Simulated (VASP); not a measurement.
## TeO: single point with PBE

The system is TeO.

```xyz
4
Lattice="-1.9313 1.9313 5.8973 1.9313 -1.9313 5.8973 1.9313 1.9313 -5.8973" Properties=species:S:1:pos:R:3 pbc="T T T"
Te    0.0000    0.0000    1.6259
Te    0.0000    0.0000   10.1688
O     0.0000    0.0000    3.5108
O     0.0000    0.0000    8.2839
```

The cell was generated, and may not be a known phase.

| Item | Value |
| --- | --- |
| Program | VASP 6.6.1 |
| Task | single point |
| Functional | PBE |
| Potentials or basis | VASP PAW PBE potentials, release 64 (Te, O) |
| Cutoff | 600 eV |
| k mesh | 7 × 7 × 7 |
| Occupations | gaussian, width 0.2 eV |
| Spin | no spin polarisation |
| Dipole correction | no |
| Further INCAR settings | ALGO = Normal; EDIFF = 1e-06; NBANDS = 20 |

```yaml
Pressure: 0.6 GPa
Largest_force: 0.109 eV/Å
Band_gap_on_the_k_mesh: zero (bands 12 and 13 overlap by 0.76 eV)
```

Forces on the atoms (eV/Å):
```
Te   0.000  0.000 -0.095
Te   0.000  0.000  0.095
O    0.000  0.000  0.109
O    0.000  0.000 -0.109
```

Stress tensor (GPa, compression positive):
```
0.43 0.00 0.00
0.00 0.43 0.00
0.00 0.00 0.89
```

Levels at points of the mesh, in eV from the Fermi level:
| k point | band 10 | band 11 | band 12 | band 13 | band 14 | band 15 |
| --- | --- | --- | --- | --- | --- | --- |
| (0.00, 0.00, 0.00) | -2.69 | -0.28 | -0.28 | 0.62 | 2.31 | 2.31 |

It took 96 s on 1 thread of Intel(R) Xeon(R) 6975P-C (Granite Rapids) (shared host), peak memory 0.39 GiB.

Caveat: spin-orbit coupling is left out, which moves the levels of the heavy elements.
